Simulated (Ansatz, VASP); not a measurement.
# One calculation of SnO, two programs

```xyz
2
Lattice="3.0714 0.0000 0.0000 0.0000 3.0714 0.0000 0.0000 0.0000 3.1290" Properties=species:S:1:pos:R:3 pbc="T T T"
Sn    0.0000    0.0000    0.0000
O     1.5357    1.5357    1.5645
```

Change from the starting cell: epitaxial_xy strain -1.0%.

Alike in both runs: task single point; functional PBE; k mesh 8 × 8 × 8; occupations fermi-dirac, width 0.02 eV; no spin polarisation.

|  | VASP | Ansatz |
| --- | --- | --- |
| version | VASP 6.6.1 | Ansatz 0.2.0 |
| potentials or method | VASP PAW PBE potentials, release 64 (Sn_d, O) | plane waves, PAW |
| plane-wave cutoff (eV) | 600 | 420 |
| valence electrons in the cell | 20 | 20 |

|  | VASP | Ansatz | Ansatz less VASP |
| --- | --- | --- | --- |
| pressure (GPa) | 4.3 | 4.4 | +0.11 |
| traceless stress, the component that is largest in VASP (GPa) | -1.32 | -1.31 | +0.003 |
